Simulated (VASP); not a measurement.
# MnAs (P6_3/mmc) in VASP: a series of runs, part 3 of 3

VASP 6.6.1. Earlier steps stand in the parts before.

### 5 Single point, PBE, collinear spin, ferromagnetic start

INCAR reads:

```
PREC = Accurate
ENCUT = 520
EDIFF = 1E-6
ISMEAR = 0
SIGMA = 0.028999999999999998
LREAL = False
LASPH = True
NELM = 150
ALGO = Normal
ISIF = 2
LWAVE = False
LCHARG = False
ISPIN = 2
MAGMOM = 0 0 4 4
LORBIT = 11
LMAXMIX = 4
GGA = PE
NBANDS = 30
```

KPOINTS reads:

```
regular mesh
0
Gamma
  8 8 5
```

POSCAR reads:

```
MnAs
1.0
    3.7100000000      0.0000000000      0.0000000000
   -1.8550000000      3.2129542480      0.0000000000
    0.0000000000      0.0000000000      5.6910000000
As Mn
2 2
Direct
    0.6666666667      0.3333333333      0.7500000000
    0.3333333333      0.6666666667      0.2500000000
    0.0000000000      0.0000000000      0.5000000000
    0.0000000000      0.0000000000      0.0000000000
```

Potentials or basis: VASP PAW PBE potentials, release 64 (As, Mn_pv).

Started as:

```bash
$ cat potpaw_PBE.64/As/POTCAR potpaw_PBE.64/Mn_pv/POTCAR > POTCAR
$ mpirun -np 1 vasp_std > vasp.out
```

OUTCAR:

```text
PREC = Accurate
   ENCUT = 520
   EDIFF = 1E-6
   ISMEAR = 0
   LREAL = False
   LASPH = True
   NELM = 150
   ISIF = 2
   ISPIN = 2
   LORBIT = 11
   GGA = PE

 ion  position               nearest neighbor table
   1  0.667  0.333  0.750-   3 2.57   4 2.57   3 2.57   4 2.57   3 2.57   4 2.57
   2  0.333  0.667  0.250-   3 2.57   4 2.57   3 2.57   4 2.57   3 2.57   4 2.57
   3  0.000  0.000  0.500-   1 2.57   2 2.57   2 2.57   1 2.57   1 2.57   2 2.57   4 2.85   4 2.85

   4  0.000  0.000  0.000-   1 2.57   2 2.57   2 2.57   1 2.57   1 2.57   2 2.57   3 2.85   3 2.85

  LATTYP: Found a hexagonal cell.
 ALAT       =     3.7100000000
 C/A-ratio  =     1.5339622642

  Lattice vectors:

 A1 = (   3.7100000000,   0.0000000000,   0.0000000000)
 A2 = (  -1.8550000000,   3.2129542480,   0.0000000000)
 A3 = (   0.0000000000,   0.0000000000,   5.6910000000)

Analysis of symmetry for initial positions (statically):
=====================================================================
 Subroutine PRICEL returns:
 Original cell was already a primitive cell.

 Routine SETGRP: Setting up the symmetry group for a
 hexagonal supercell.

 Subroutine GETGRP returns: Found 24 space group operations
 (whereof 12 operations were pure point group operations)
 out of a pool of 24 trial point group operations.

The static configuration has the point symmetry D_3d.
 The point group associated with its full space group is D_6h.

Analysis of symmetry for dynamics (positions and initial velocities):
=====================================================================
 Subroutine PRICEL returns:
 Original cell was already a primitive cell.

 Routine SETGRP: Setting up the symmetry group for a
 hexagonal supercell.

 Subroutine GETGRP returns: Found 24 space group operations
 (whereof 12 operations were pure point group operations)
 out of a pool of 24 trial point group operations.

The dynamic configuration has the point symmetry D_3d.
 The point group associated with its full space group is D_6h.

Analysis of structural, dynamic, and magnetic symmetry:
=====================================================================
 Subroutine PRICEL returns:
 Original cell was already a primitive cell.

 Routine SETGRP: Setting up the symmetry group for a
 hexagonal supercell.

 Subroutine GETGRP returns: Found 24 space group operations
 (whereof 12 operations were pure point group operations)
 out of a pool of 24 trial point group operations.

The overall configuration has the point symmetry D_3d.
 The point group associated with its full space group is D_6h.

 Subroutine INISYM returns: Found 24 space group operations
 (whereof 12 operations are pure point group operations),
 and found     1 'primitive' translations

----------------------------------------------------------------------------------------

                                     Primitive cell

  volume of cell :      67.8371

  direct lattice vectors                    reciprocal lattice vectors
     3.710000000  0.000000000  0.000000000     0.269541779  0.155620019  0.000000000
    -1.855000000  3.212954248  0.000000000     0.000000000  0.311240037  0.000000000
     0.000000000  0.000000000  5.691000000     0.000000000  0.000000000  0.175716043

  length of vectors
     3.710000000  3.710000000  5.691000000     0.311240037  0.311240037  0.175716043
[... 85 lines left out ...]
   EDIFF  = 0.1E-05   stopping-criterion for ELM
   LREAL  =      F    real-space projection
   EDIFFG = 0.1E-04   stopping-criterion for IOM
   NSW    =      0    number of steps for IOM
   IBRION =     -1    ionic relax: 0-MD 1-quasi-New 2-CG
   NFREE  =      0    steps in history (QN), initial steepest desc. (CG)
   ISIF   =      2    stress and relaxation
   ISYM   =      2    0-nonsym 1-usesym 2-fastsym
   POTIM  = 0.5000    time-step for ionic-motion
   TEBEG  =    0.0;   TEEND  =   0.0 temperature during run
   PSTRESS=    0.0 pullay stress
   NELECT =      36.0000    total number of electrons
   NUPDOWN=      -1.0000    fix difference up-down
   EMIN   =  10.00;   EMAX   =-10.00  energy-range for DOS
   EFERMI =   0.00;   METHOD = LEGACY
   ISMEAR =     0;   SIGMA  =   0.03  broadening in eV -4-tet -1-fermi 0-gaus
   EFERMI_NEDOS =   21; number of points for ismear=-14 and -15
   IALGO  =     38    algorithm
   IMIX   =      4    mixing-type and parameters
     AMIX     =   0.40;   BMIX     =  1.00
     AMIX_MAG =   1.60;   BMIX_MAG =  1.00
  volume/ion in A,a.u.               =      16.96       114.45
  Fermi-wavevector in a.u.,A,eV,Ry     =   1.325419  2.504679 23.901852  1.756737
  Thomas-Fermi vector in A             =   2.454882
   LORBIT       =     11    0 simple, 1 ext, 2 COOP (PROOUT), +10 PAW based schemes
   GGA     = PE    functional components
   LHFCALC =     F    Hartree Fock is set to
   AEXX    =    0.0000 exact exchange contribution
   IVDW    =     0    specifies the selected vdW correction
   LEPSILON=     F    determine dielectric tensor
   LRPA    =     F    only Hartree local field effects (RPA)
 spin polarized calculation
 Gauss-broadening in eV      SIGMA  =   0.03
  energy-cutoff  :      520.00
  volume of cell :       67.84
 maximum number of plane-waves:      1844
 NGX is ok and might be reduce to    28
   NGX = 13   NGY = 13   NGZ = 21

 number of electron      35.9999987 magnetization       6.2964322

 Free energy of the ion-electron system (eV)
  ---------------------------------------------------
  ext. energy  EPLUGINS =         0.00000000
  ---------------------------------------------------
  free energy    TOTEN  =       -28.21904500 eV

  energy without entropy =      -28.21809571  energy(sigma->0) =      -28.21857035

 E-fermi :   6.8403     XC(G=0): -11.1665

 val. band max:        6.8263849194   @ k =   0.3750   0.1250   0.4000
 cond. band min:       6.8497737639   @ k =   0.1250   0.1250   0.4000
 fundamental gap:      0.0233888446
 Fermi energy:         6.8403215806

 spin component 1

 k-point     1 :       0.0000    0.0000    0.0000
  band No.  band energies     occupation
      1     -43.1568      1.00000
      2     -43.1568      1.00000
      3     -43.1475      1.00000
      4     -43.1475      1.00000
      5     -42.9433      1.00000
      6     -42.8467      1.00000
[... 781 lines left out ...]
     29      15.7943      0.00000
     30      17.6493      0.00000

 [... further k-points ...]

 spin component 2

 k-point     1 :       0.0000    0.0000    0.0000
  band No.  band energies     occupation
      1     -39.7011      1.00000
      2     -39.7011      1.00000
      3     -39.6965      1.00000
      4     -39.6898      1.00000
      5     -39.6898      1.00000
      6     -39.5832      1.00000
[... 781 lines left out ...]
     29      16.3740      0.00000
     30      18.1977      0.00000

 [... further k-points ...]

------------------------ aborting loop because EDIFF is reached ----------------------------------------

  FORCE on cell =-STRESS in cart. coord.  units (eV):
  Direction    XX          YY          ZZ          XY          YZ          ZX
  --------------------------------------------------------------------------------------
  -------------------------------------------------------------------------------------
  Total       -0.9611574     -0.9611574     -2.2026008      0.0000000     -0.0000000      0.0000000
  in kB      -22.7006371    -22.7006371    -52.0210781      0.0000000     -0.0000000      0.0000000
  external PRESSURE =     -32.4741174 kB  Pullay stress =       0.0000000 kB

 VOLUME and BASIS-vectors are now :
 -----------------------------------------------------------------------------
  energy-cutoff  :      520.00
  volume of cell :       67.84
      direct lattice vectors                 reciprocal lattice vectors
     3.710000000  0.000000000  0.000000000     0.269541779  0.155620019  0.000000000
    -1.855000000  3.212954248  0.000000000     0.000000000  0.311240037  0.000000000
     0.000000000  0.000000000  5.691000000     0.000000000  0.000000000  0.175716043

 POSITION                                       TOTAL-FORCE (eV/Angst)
 -----------------------------------------------------------------------------------
      1.85500      1.07098      4.26825        -0.000000     -0.000000      0.000000
     -0.00000      2.14197      1.42275         0.000000      0.000000      0.000000
      0.00000      0.00000      2.84550        -0.000000      0.000000      0.000000
      0.00000      0.00000      0.00000         0.000000      0.000000      0.000000
 -----------------------------------------------------------------------------------
    total drift:                               -0.000000      0.000000     -0.000000

  FREE ENERGIE OF THE ION-ELECTRON SYSTEM (eV)
  ---------------------------------------------------
  free  energy   TOTEN  =       -28.2190449979 eV

  energy  without entropy=      -28.2180957091  energy(sigma->0) =      -28.21857035

 total charge

# of ion       s       p       d       tot
------------------------------------------
    1        1.227   1.510   0.049   2.786
    2        1.227   1.510   0.049   2.786
    3        0.280   6.240   5.055  11.574
    4        0.280   6.240   5.055  11.574
--------------------------------------------------
tot          3.013  15.500  10.208  28.721

 magnetization (x)

# of ion       s       p       d       tot
------------------------------------------
    1        0.010  -0.141   0.008  -0.122
    2        0.010  -0.141   0.008  -0.122
    3        0.037   0.025   3.144   3.206
    4        0.037   0.025   3.144   3.206
--------------------------------------------------
tot          0.094  -0.232   6.304   6.166
```

OSZICAR:

```text
N       E                     dE             d eps       ncg     rms          rms(c)
DAV:   1     0.348258530678E+03    0.34826E+03   -0.19517E+04  3744   0.130E+03
DAV:   2    -0.106505304652E+02   -0.35891E+03   -0.34089E+03  3684   0.376E+02
DAV:   3    -0.304524597982E+02   -0.19802E+02   -0.19383E+02  4202   0.962E+01
DAV:   4    -0.307897318530E+02   -0.33727E+00   -0.33667E+00  3906   0.123E+01
DAV:   5    -0.307939561060E+02   -0.42243E-02   -0.42240E-02  4142   0.153E+00    0.177E+01
DAV:   6    -0.314260699840E+02   -0.63211E+00   -0.23113E+01  3896   0.519E+01    0.207E+01
DAV:   7    -0.281620073900E+02    0.32641E+01   -0.11250E+01  3942   0.370E+01    0.565E+00
DAV:   8    -0.282176097179E+02   -0.55602E-01   -0.59481E-01  3882   0.470E+00    0.294E+00
DAV:   9    -0.282137526151E+02    0.38571E-02   -0.11146E-01  3992   0.267E+00    0.139E+00
DAV:  10    -0.282158246251E+02   -0.20720E-02   -0.17584E-02  3932   0.834E-01    0.705E-01
DAV:  11    -0.282189330916E+02   -0.31085E-02   -0.64278E-03  3882   0.653E-01    0.171E-01
DAV:  12    -0.282190342048E+02   -0.10111E-03   -0.70724E-04  4050   0.181E-01    0.599E-02
DAV:  13    -0.282190364414E+02   -0.22366E-05   -0.67295E-05  3890   0.547E-02    0.404E-02
DAV:  14    -0.282190479832E+02   -0.11542E-04   -0.31131E-05  4120   0.495E-02    0.816E-03
DAV:  15    -0.282190455307E+02    0.24525E-05   -0.26804E-06  3510   0.959E-03    0.461E-03
DAV:  16    -0.282190449979E+02    0.53278E-06   -0.26712E-07  2046   0.412E-03
   1 F= -.28219045E+02 E0= -.28218570E+02  d E =-.949289E-03  mag=     6.2964
```

It took 2.5 min on 1 thread of Oxide Virtual Turin-like, shared host; peak memory 0.21 GiB.

Results:

* Free energy: -28.2190 eV
* Pressure: -3.2 GPa
* Net moment: 6.30 μB per cell
* Site moments: As -0.12; Mn +3.21 μB
* Valence electrons inside the program's atomic spheres: As 2.79; Mn 11.57

Caveat: the cell stands under tension; only a ferromagnetic start was run, and an antiferromagnetic order may lie lower in energy.

### 6 Relaxation of cell and atoms, BLYP+D3(BJ), collinear spin, ferromagnetic start

INCAR reads:

```
SYSTEM = MnAs
  AGGAC = 1.0
  AGGAX = 1.0
  ALDAC = 0.0
  ALDAX = 1.0
  ALGO = Normal
  EDIFF = 1E-6
  EDIFFG = -0.01
  ENCUT = 600
  GGA = B5
  IBRION = 2
  ISIF = 3
  ISMEAR = -1
  ISPIN = 2
  IVDW = 12
  LASPH = .TRUE.
  LCHARG = .FALSE.
  LMAXMIX = 4
  LORBIT = 11
  LREAL = .FALSE.
  LWAVE = .FALSE.
  MAGMOM = 0 0 4 4
  NELM = 150
  NSW = 60
  PREC = Accurate
  SIGMA = 0.05
  VDW_A1 = 0.4298
  VDW_A2 = 4.2359
  VDW_S6 = 1.0
  VDW_S8 = 2.6996
```

KPOINTS reads:

```
k-points
0
G
  8 8 5
  0 0 0
```

POSCAR is that of step 5.

Potentials or basis: VASP PAW PBE potentials, release 64 (As, Mn_pv).

Started as:

```bash
$ cat potpaw_PBE.64/As/POTCAR potpaw_PBE.64/Mn_pv/POTCAR > POTCAR
$ mpirun -np 1 vasp_std > vasp.out
```

It took 14 min on 1 thread of Oxide Virtual Turin-like, shared host; peak memory 0.27 GiB.

Results (log left out):

* Free energy: -28.0930 eV
* Relaxed volume: 15.34 Å³/atom
* Relaxed cell: a = 3.608 Å, b = 3.608 Å, c = 5.446 Å, α = 90.00°, β = 90.00°, γ = 120.00°
* Space group after relaxing (to 0.1 Å): P6_3/mmc (No. 194)
* Energy gained by relaxing: 41.2 meV/atom
* Ionic steps: 6
* Pressure after relaxing: 0.0 GPa
* Net moment: 5.19 μB per cell
* Site moments: As -0.10; Mn +2.65 μB
* Valence electrons inside the program's atomic spheres: As 2.88; Mn 11.78
* Dispersion energy per atom: -0.940 eV

The path:
```tsv
step	energy change (eV)	largest force (eV/Å)	pressure (GPa)	volume (Å³)
1	0.0000	0.0000	-6.59	67.84
2	-0.1646	0.0000	0.29	61.21
3	-0.1647	0.0000	0.00	61.36
4	-0.1647	0.0000	-0.04	61.38
5	-0.1648	0.0000	-0.11	61.41
6	-0.1648	0.0000	-0.04	61.38
```

Final structure:
```yaml
crystal:
  lattice:
    - [3.60753, 0.00000, 0.00000]
    - [-1.80377, 3.12422, 0.00000]
    - [0.00000, 0.00000, 5.44556]
  atoms:
    - { symbol: As, position: [0.66667, 0.33333, 0.75000] }
    - { symbol: As, position: [0.33333, 0.66667, 0.25000] }
    - { symbol: Mn, position: [0.00000, 0.00000, 0.50000] }
    - { symbol: Mn, position: [0.00000, 0.00000, 0.00000] }
```

Levels at points of the mesh, in eV from the Fermi level:
Spin up:
| k point | band 19 | band 20 | band 21 | band 22 | band 23 | band 24 |
| --- | --- | --- | --- | --- | --- | --- |
| (0.00, 0.00, 0.00) | 0.19 | 0.70 | 0.70 | 1.84 | 3.49 | 3.49 |
| (0.50, 0.00, 0.00) | -1.72 | -1.41 | -1.20 | 0.14 | 1.77 | 3.85 |
Spin down:
| k point | band 11 | band 12 | band 13 | band 14 | band 15 | band 16 | band 17 | band 18 | band 19 | band 20 |
| --- | --- | --- | --- | --- | --- | --- | --- | --- | --- | --- |
| (0.00, 0.00, 0.00) | -3.30 | -1.55 | -0.53 | -0.53 | -0.31 | -0.31 | 0.67 | 0.67 | 1.09 | 1.09 |
| (0.50, 0.00, 0.00) | -3.45 | -3.41 | -3.12 | -2.15 | -1.71 | 0.42 | 0.49 | 0.53 | 0.57 | 1.18 |

Caveat: the PAW data sets were made with another functional, which shifts forces and pressure a little; only a ferromagnetic start was run, and an antiferromagnetic order may lie lower in energy.

### 7 Overview

```tsv
task	level	cell	cutoff (eV)	smearing	gap on the mesh (eV)	pressure (GPa)	moment (μB)	relaxed volume (Å³/atom)
relaxation of cell and atoms	revPBE+D3(BJ)	relaxed from a = 3.710, b = 3.710, c = 5.691 Å, angles 90.0, 90.0, 120.0°, 4 atoms	600	fermi-dirac 0.05 eV	none	0.0	5.21	14.93
single point	BLYP+D3(BJ)	a = 3.602, b = 3.602, c = 5.445 Å, angles 90.0, 90.0, 120.0°, 4 atoms	520	fermi-dirac 0.05 eV	none	0.3	5.17	-
single point	BLYP+D4	a = 3.617, b = 3.617, c = 5.489 Å, angles 90.0, 90.0, 120.0°, 4 atoms	520	fermi-dirac 0.05 eV	none	0.3	5.29	-
single point	PBE	a = 3.710, b = 3.710, c = 5.691 Å, angles 90.0, 90.0, 120.0°, 4 atoms	520	gaussian 0.029 eV	none	-3.2	6.30	-
relaxation of cell and atoms	BLYP+D3(BJ)	relaxed from a = 3.710, b = 3.710, c = 5.691 Å, angles 90.0, 90.0, 120.0°, 4 atoms	600	fermi-dirac 0.05 eV	none	0.0	5.19	15.34
```

Alike in all rows: potentials or basis VASP PAW PBE potentials, release 64 (As, Mn_pv); spin collinear, ferromagnetic start; k mesh 8 × 8 × 5.

Caveats: only a ferromagnetic start was run, and an antiferromagnetic order may lie lower in energy; the PAW data sets were made with another functional, which shifts forces and pressure a little (at least some runs); the cell stands under tension (at least some runs).

Absolute energies hang on the potentials; compare differences alone.
